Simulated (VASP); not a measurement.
Crystal: Cu3Sb.

```
Cu Sb
1.0
     3.91043    0.00000    0.00000
     0.00000    3.91043    0.00000
     0.00000    0.00000    3.91043
Cu Sb
3 1
Direct
  0.50000 0.50000 0.00000
  0.50000 0.00000 0.50000
  0.00000 0.50000 0.50000
  0.00000 0.00000 0.00000
```

| Item | Value |
| --- | --- |
| Program | VASP 6.6.1 |
| Task | relaxation of cell and atoms |
| Functional | LDA |
| Potentials or basis | VASP PAW LDA potentials, release 64 (Cu, Sb) |
| Cutoff | 600 eV |
| k mesh | 12 × 12 × 12 |
| Occupations | gaussian, width 0.1 eV |
| Spin | no spin polarisation |

At the start: pressure -9.0 GPa; volume 14.95 Å³/atom.

How do energy, volume and symmetry change on relaxing?

Over 10 steps the energy falls by 38.7 meV/atom and the volume is 13.77 Å³/atom (-7.9 %); space group Pm-3m (No. 221, to 0.1 Å) before and after.

Step by step:
```
step  energy change (eV)  largest force (eV/Å)  pressure (GPa)  volume (Å³)
   1              0.0000                0.0000           -8.98        59.80
   2             -0.1154                0.0000            6.21        52.83
   3             -0.1547                0.0000            0.35        54.92
   4             -0.1547                0.0000           -0.45        55.08
   5             -0.1547                0.0000           -0.07        55.07
   6             -0.1547                0.0000           -0.26        55.07
   7             -0.1547                0.0000           -0.07        55.07
   8             -0.1547                0.0000           -0.14        55.07
   9             -0.1547                0.0000           -0.08        55.06
  10             -0.1547                0.0000            0.05        55.06
```

Final structure:
```
Cu Sb
1.0
     3.80440    0.00000    0.00000
     0.00000    3.80440    0.00000
     0.00000    0.00000    3.80440
Cu Sb
3 1
Cartesian
  1.9022 1.9022 0.0000
  1.9022 0.0000 1.9022
  0.0000 1.9022 1.9022
  0.0000 0.0000 0.0000
```
